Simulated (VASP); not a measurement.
Write the native input for VASP 6.6.1 that does the following.

```
Task                   : single point
Functional             : r2SCAN
Potentials or basis    : VASP PAW PBE potentials, release 64 (Lu)
Cutoff                 : 660 eV
k mesh                 : 13 × 13 × 13
Occupations            : fermi-dirac, width 0.1 eV
Spin                   : no spin polarisation
Dipole correction      : no
Further INCAR settings : ALGO = Normal; EDIFF = 1e-06; NBANDS = 18
```

The system is Lu.

```
Lu
1.0
     0.00000    2.41100    2.41100
     2.41100    0.00000    2.41100
     2.41100    2.41100    0.00000
Lu
1
Cartesian
  0.0000 0.0000 0.0000
```

This isn't the form of Lu at room conditions, which is hcp.

One way to write it, as run:

POSCAR

```
Lu
1.0
    0.0000000000      2.4109976002      2.4109976002
    2.4109976002      0.0000000000      2.4109976002
    2.4109976002      2.4109976002      0.0000000000
Lu
1
Direct
    0.0000000000      0.0000000000      0.0000000000
```

INCAR.step1

```
PREC = Accurate ; ENCUT = 660
ISMEAR = -1 ; SIGMA = 0.1
LREAL = False ; LASPH = True
NELM = 120 ; NBANDS = 18
GGA = PE ; ALGO = Normal
EDIFF = 1E-5 ; LWAVE = True
LCHARG = False ; GGA_COMPAT = False
```

INCAR.step2

```
PREC = Accurate ; ENCUT = 660
EDIFF = 1E-6 ; ISMEAR = -1
SIGMA = 0.1 ; LREAL = False
LASPH = True ; NELM = 120
ALGO = Normal ; ISIF = 2
LWAVE = False ; LCHARG = False
METAGGA = R2SCAN ; LMIXTAU = True
NBANDS = 18 ; ISTART = 1
GGA_COMPAT = False
```

KPOINTS

```
Automatic mesh
0
Gamma
  13 13 13
```

Potentials or basis: VASP PAW PBE potentials, release 64 (Lu).

Command:

```sh
$ cat potpaw_PBE.64/Lu/POTCAR > POTCAR
$ cp INCAR.step1 INCAR
$ mpirun -np 1 vasp_std > vasp.out
$ cp INCAR.step2 INCAR
$ mpirun -np 1 vasp_std > vasp.out
```

It gave:

The pressure is 2.2 GPa. The band gap on the k mesh is zero (an odd number of electrons rules out a gap without spin polarisation).

Caveat: the PAW data sets were made with another functional, which shifts forces and pressure a little; spin-orbit coupling is left out, which moves the levels of the heavy elements.

Run time: 2.3 min on 1 thread of Intel(R) Xeon(R) Platinum 8559C (Emerald Rapids) (shared host), peak memory 0.22 GiB.
